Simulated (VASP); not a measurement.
# AlN (ref) (P6_3mc) in VASP: notebook

Runs on AlN (ref). Level: r2SCAN. Tasks: single point.

Everything below comes from runs of VASP 6.6.1. Logs are shortened: lines on timing, memory, paths and dates and some standing lists are left out, and cuts for length are marked.

## Step 1: The cell of the first run

Symmetry: P6_3mc, No. 186, hexagonal system. The conventional cell has a = 3.112 Å, b = 3.112 Å, c = 4.982 Å, α = 90.00°, β = 90.00°, γ = 120.00°. Al (site symmetry 3m) has 4 N at 1.89 to 1.90 Å within 2.5 Å. N (site symmetry 3m) has 4 Al at 1.89 to 1.90 Å within 2.5 Å.

## Step 2: Single point, r2SCAN

Contents of POSCAR:

```
AlN
1.0
    3.1120000000      0.0000000000      0.0000000000
   -1.5560000000      2.6950710566      0.0000000000
    0.0000000000      0.0000000000      4.9820000000
Al N
2 2
Direct
    0.3333333333      0.6666666667      0.0000000000
    0.6666666667      0.3333333333      0.5000000000
    0.3333333333      0.6666666667      0.3820000000
    0.6666666667      0.3333333333      0.8820000000
```

Contents of INCAR.step1:

```
PREC = Accurate ; ENCUT = 520
ISMEAR = 0 ; SIGMA = 0.1
LREAL = F ; LASPH = T
NELM = 60 ; NBANDS = 16
GGA = PE ; ALGO = Normal
EDIFF = 1E-4 ; LWAVE = T
LCHARG = F
```

Contents of INCAR.step2:

```
PREC = Accurate ; ENCUT = 520
EDIFF = 1E-6 ; ISMEAR = 0
SIGMA = 0.1 ; LREAL = F
LASPH = T ; NELM = 60
ALGO = Normal ; ISIF = 2
LWAVE = F ; LCHARG = F
METAGGA = R2SCAN ; LMIXTAU = T
NBANDS = 16 ; ISTART = 1
```

Contents of KPOINTS:

```
regular mesh
0
Gamma
  6 6 4
```

Potentials or basis: VASP PAW PBE potentials, release 64 (Al, N).

Started as:

```bash
$ cat potpaw_PBE.64/Al/POTCAR potpaw_PBE.64/N/POTCAR > POTCAR
$ cp INCAR.step1 INCAR
$ mpirun -np 1 vasp_std > vasp.out
$ cp INCAR.step2 INCAR
$ mpirun -np 1 vasp_std > vasp.out
```

OUTCAR:

```text
PREC = Accurate
   ENCUT = 520
   EDIFF = 1E-6
   ISMEAR = 0
   LREAL = F
   LASPH = T
   NELM = 60
   ISIF = 2
   METAGGA = R2SCAN
   ISTART = 1

 ion  position               nearest neighbor table
   1  0.333  0.667  0.000-   4 1.89   4 1.89   4 1.89   3 1.90   2 3.07   2 3.07   2 3.07   2 3.07
                             2 3.07   2 3.07
   2  0.667  0.333  0.500-   3 1.89   3 1.89   3 1.89   4 1.90   1 3.07   1 3.07   1 3.07   1 3.07
                             1 3.07   1 3.07
   3  0.333  0.667  0.382-   2 1.89   2 1.89   2 1.89   1 1.90
   4  0.667  0.333  0.882-   1 1.89   1 1.89   1 1.89   2 1.90

  LATTYP: Found a hexagonal cell.
 ALAT       =     3.1120000000
 C/A-ratio  =     1.6008997429

  Lattice vectors:

 A1 = (   3.1120000000,   0.0000000000,   0.0000000000)
 A2 = (  -1.5560000000,   2.6950710566,   0.0000000000)
 A3 = (   0.0000000000,   0.0000000000,   4.9820000000)

Analysis of symmetry for initial positions (statically):
=====================================================================
 Subroutine PRICEL returns:
 Original cell was already a primitive cell.

 Routine SETGRP: Setting up the symmetry group for a
 hexagonal supercell.

 Subroutine GETGRP returns: Found 12 space group operations
 (whereof  6 operations were pure point group operations)
 out of a pool of 24 trial point group operations.

The static configuration has the point symmetry C_3v.
 The point group associated with its full space group is C_6v.

Analysis of symmetry for dynamics (positions and initial velocities):
=====================================================================
 Subroutine PRICEL returns:
 Original cell was already a primitive cell.

 Routine SETGRP: Setting up the symmetry group for a
 hexagonal supercell.

 Subroutine GETGRP returns: Found 12 space group operations
 (whereof  6 operations were pure point group operations)
 out of a pool of 24 trial point group operations.

The dynamic configuration has the point symmetry C_3v.
 The point group associated with its full space group is C_6v.

 Subroutine INISYM returns: Found 12 space group operations
 (whereof  6 operations are pure point group operations),
 and found     1 'primitive' translations

----------------------------------------------------------------------------------------

                                     Primitive cell

  volume of cell :      41.7843

  direct lattice vectors                    reciprocal lattice vectors
     3.112000000  0.000000000  0.000000000     0.321336761  0.185523865  0.000000000
    -1.556000000  2.695071057  0.000000000     0.000000000  0.371047731  0.000000000
     0.000000000  0.000000000  4.982000000     0.000000000  0.000000000  0.200722601

  length of vectors
     3.112000000  3.112000000  4.982000000     0.371047731  0.371047731  0.200722601

  position of ions in fractional coordinates (direct lattice)
     0.333333333  0.666666667  0.000000000
     0.666666667  0.333333333  0.500000000
     0.333333333  0.666666667  0.382000000
     0.666666667  0.333333333  0.882000000

  ion indices of the primitive-cell ions
   primitive index   ion index
                 1           1
                 2           2
                 3           3
                 4           4

----------------------------------------------------------------------------------------

 KPOINTS: regular mesh

Automatic generation of k-mesh.
 Grid dimensions read from file:
 generate k-points for:    6    6    4

 Generating k-lattice:

  Cartesian coordinates                     Fractional coordinates (reciprocal lattice)
     0.053556127  0.030920644  0.000000000     0.166666667  0.000000000  0.000000000
     0.000000000  0.061841288  0.000000000     0.000000000  0.166666667  0.000000000
     0.000000000  0.000000000  0.050180650     0.000000000  0.000000000  0.250000000

  Length of vectors
     0.061841288  0.061841288  0.050180650

  Shift w.r.t. Gamma in fractional coordinates (k-lattice)
     0.000000000  0.000000000  0.000000000

 Subroutine IBZKPT returns following result:
 ===========================================

 Found     21 irreducible k-points:

 Following reciprocal coordinates:
            Coordinates               Weight
  0.000000  0.000000  0.000000      1.000000
  0.166667 -0.000000  0.000000      6.000000
  0.333333 -0.000000  0.000000      6.000000
  0.500000 -0.000000  0.000000      3.000000
  0.166667  0.166667  0.000000      6.000000
  0.333333  0.166667  0.000000     12.000000
[... 13 lines left out ...]
  0.333333  0.166667  0.500000     12.000000
  0.333333  0.333333  0.500000      2.000000
   k-points           NKPTS =     21   k-points in BZ     NKDIM =     21   number of bands    NBANDS=     16
   number of dos      NEDOS =    301   number of ions     NIONS =      4
   total plane-waves  NPLWV =  23040
   dimension x,y,z NGX =    24 NGY =   24 NGZ =   40
   dimension x,y,z NGXF=    48 NGYF=   48 NGZF=   80
   ions per type =               2   2
   NGX,Y,Z   is equivalent  to a cutoff of  12.82, 12.82, 13.35 a.u.
   NGXF,Y,Z  is equivalent  to a cutoff of  25.64, 25.64, 26.70 a.u.
 SYSTEM =  unknown system
   PREC   = accura    normal or accurate (medium, high low for compatibility)
   ISTART =      1    job   : 0-new  1-cont  2-samecut
   ICHARG =      0    charge: 1-file 2-atom 10-const
   ISPIN  =      1    spin polarized calculation?
   LNONCOLLINEAR =      F non collinear calculations
   LSORBIT =      F    spin-orbit coupling
   LASPH  =      T    aspherical Exc in radial PAW
   ENCUT  =  520.0 eV  38.22 Ry    6.18 a.u.   5.79  5.79  9.26*2*pi/ulx,y,z
   NELM   =     60;   NELMIN=  2; NELMDL=  0     # of ELM steps
   EDIFF  = 0.1E-05   stopping-criterion for ELM
   LREAL  =      F    real-space projection
   EDIFFG = 0.1E-04   stopping-criterion for IOM
   NSW    =      0    number of steps for IOM
   IBRION =     -1    ionic relax: 0-MD 1-quasi-New 2-CG
   NFREE  =      0    steps in history (QN), initial steepest desc. (CG)
   ISIF   =      2    stress and relaxation
   ISYM   =      2    0-nonsym 1-usesym 2-fastsym
   POTIM  = 0.5000    time-step for ionic-motion
   TEBEG  =    0.0;   TEEND  =   0.0 temperature during run
   PSTRESS=    0.0 pullay stress
   NELECT =      16.0000    total number of electrons
   NUPDOWN=      -1.0000    fix difference up-down
   EMIN   =  10.00;   EMAX   =-10.00  energy-range for DOS
   EFERMI =   0.00;   METHOD = LEGACY
   ISMEAR =     0;   SIGMA  =   0.10  broadening in eV -4-tet -1-fermi 0-gaus
   EFERMI_NEDOS =   21; number of points for ismear=-14 and -15
   IALGO  =     38    algorithm
   IMIX   =      4    mixing-type and parameters
     AMIX     =   0.40;   BMIX     =  1.00
     AMIX_MAG =   1.60;   BMIX_MAG =  1.00
  volume/ion in A,a.u.               =      10.45        70.49
  Fermi-wavevector in a.u.,A,eV,Ry     =   1.188804  2.246514 19.228506  1.413255
  Thomas-Fermi vector in A             =   2.324926
   LORBIT       =      0    0 simple, 1 ext, 2 COOP (PROOUT), +10 PAW based schemes
   METAGGA = R2SCAN    functional components
   LHFCALC =     F    Hartree Fock is set to
   AEXX    =    0.0000 exact exchange contribution
   IVDW    =     0    specifies the selected vdW correction
   LEPSILON=     F    determine dielectric tensor
   LRPA    =     F    only Hartree local field effects (RPA)
 non-spin polarized calculation
 Gauss-broadening in eV      SIGMA  =   0.10
  energy-cutoff  :      520.00
  volume of cell :       41.78
 maximum number of plane-waves:      1152
 NGX is ok and might be reduce to    24
   NGX = 11   NGY = 11   NGZ = 19

 number of electron      15.9999997 magnetization

 Free energy of the ion-electron system (eV)
  ---------------------------------------------------
  ext. energy  EPLUGINS =         0.00000000
  ---------------------------------------------------
  free energy    TOTEN  =       -38.45454428 eV

  energy without entropy =      -38.45454428  energy(sigma->0) =      -38.45454428

 E-fermi :   6.3108     XC(G=0): -11.3979

 val. band max:        5.8895242507   @ k =   0.0000   0.0000   0.0000
 cond. band min:      10.7627921782   @ k =   0.0000   0.0000   0.0000
 fundamental gap:      4.8732679275
 Fermi energy:         6.3108050734

 k-point     1 :       0.0000    0.0000    0.0000
  band No.  band energies     occupation
      1     -10.0763      2.00000
      2      -7.9628      2.00000
      3      -0.1665      2.00000
      4       4.9901      2.00000
      5       4.9901      2.00000
      6       5.6530      2.00000
[... 8 lines left out ...]
     15      19.9538      0.00000
     16      19.9538      0.00000

 k-point     2 :       0.1667   -0.0000    0.0000
  band No.  band energies     occupation
      1      -9.7296      2.00000
      2      -7.7782      2.00000
      3       0.2569      2.00000
      4       3.5774      2.00000
      5       4.3727      2.00000
      6       4.5926      2.00000
[... 8 lines left out ...]
     15      19.2187      0.00000
     16      19.5056      0.00000

 k-point     3 :       0.3333   -0.0000    0.0000
  band No.  band energies     occupation
      1      -8.8431      2.00000
      2      -7.4540      2.00000
      3       1.3429      2.00000
      4       1.4160      2.00000
      5       2.5197      2.00000
      6       3.9925      2.00000
[... 8 lines left out ...]
     15      18.9801      0.00000
     16      21.3358      0.00000

 k-point     4 :       0.5000   -0.0000    0.0000
  band No.  band energies     occupation
      1      -8.1412      2.00000
      2      -7.4548      2.00000
      3       0.3793      2.00000
      4       1.6705      2.00000
      5       2.5034      2.00000
      6       3.7417      2.00000
[... 8 lines left out ...]
     15      19.7043      0.00000
     16      22.1430      0.00000
[... 267 lines left out ...]
 k-point    19 :       0.1667    0.1667    0.5000
  band No.  band energies     occupation
      1      -8.3936      2.00000
      2      -8.3936      2.00000
      3       1.6191      2.00000
      4       1.6191      2.00000
      5       4.0156      2.00000
      6       4.0156      2.00000
[... 8 lines left out ...]
     15      19.7831      0.00000
     16      19.7831      0.00000

 k-point    20 :       0.3333    0.1667    0.5000
  band No.  band energies     occupation
      1      -7.7929      2.00000
      2      -7.7929      2.00000
      3       0.6783      2.00000
      4       0.6783      2.00000
      5       3.2216      2.00000
      6       3.2216      2.00000
[... 8 lines left out ...]
     15      20.3487      0.00000
     16      20.3487      0.00000

 k-point    21 :       0.3333    0.3333    0.5000
  band No.  band energies     occupation
      1      -7.5776      2.00000
      2      -7.5776      2.00000
      3       1.0178      2.00000
      4       1.0178      2.00000
      5       1.9731      2.00000
      6       1.9731      2.00000
[... 8 lines left out ...]
     15      20.6120      0.00000
     16      20.6120      0.00000

------------------------ aborting loop because EDIFF is reached ----------------------------------------

  FORCE on cell =-STRESS in cart. coord.  units (eV):
  Direction    XX          YY          ZZ          XY          YZ          ZX
  --------------------------------------------------------------------------------------
  -------------------------------------------------------------------------------------
  Total       -0.3503234     -0.3503234     -0.2939453      0.0000000      0.0000000      0.0000000
  in kB      -13.4327893    -13.4327893    -11.2710273      0.0000000      0.0000000      0.0000000
  external PRESSURE =     -12.7122020 kB  Pullay stress =       0.0000000 kB

 VOLUME and BASIS-vectors are now :
 -----------------------------------------------------------------------------
  energy-cutoff  :      520.00
  volume of cell :       41.78
      direct lattice vectors                 reciprocal lattice vectors
     3.112000000  0.000000000  0.000000000     0.321336761  0.185523865  0.000000000
    -1.556000000  2.695071057  0.000000000     0.000000000  0.371047731  0.000000000
     0.000000000  0.000000000  4.982000000     0.000000000  0.000000000  0.200722601

 POSITION                                       TOTAL-FORCE (eV/Angst)
 -----------------------------------------------------------------------------------
     -0.00000      1.79671      0.00000        -0.000000      0.000000      0.013185
      1.55600      0.89836      2.49100         0.000000      0.000000      0.013185
     -0.00000      1.79671      1.90312        -0.000000      0.000000     -0.013185
      1.55600      0.89836      4.39412        -0.000000     -0.000000     -0.013185
 -----------------------------------------------------------------------------------
    total drift:                               -0.000000     -0.000000     -0.018229

  FREE ENERGIE OF THE ION-ELECTRON SYSTEM (eV)
  ---------------------------------------------------
  free  energy   TOTEN  =       -38.4545442846 eV

  energy  without entropy=      -38.4545442846  energy(sigma->0) =      -38.45454428
```

It took 54 s on 1 thread of AMD EPYC 7R43 (Zen 3), shared host; peak memory 0.12 GiB.

What came out:

```yaml
Free_energy: -38.4545 eV
Pressure: -1.3 GPa
Largest_force: 0.013 eV/Å
Band_gap_on_the_k_mesh: 4.87 eV, direct
```

Forces on the atoms (eV/Å):
```
Al   0.000  0.000  0.013
Al   0.000  0.000  0.013
N    0.000  0.000 -0.013
N    0.000  0.000 -0.013
```

Caveat: the PAW data sets were made with another functional, which shifts forces and pressure a little. r2SCAN opens gaps a little over a GGA but as a rule still falls short of measured ones.

[end of part 1 of 2]
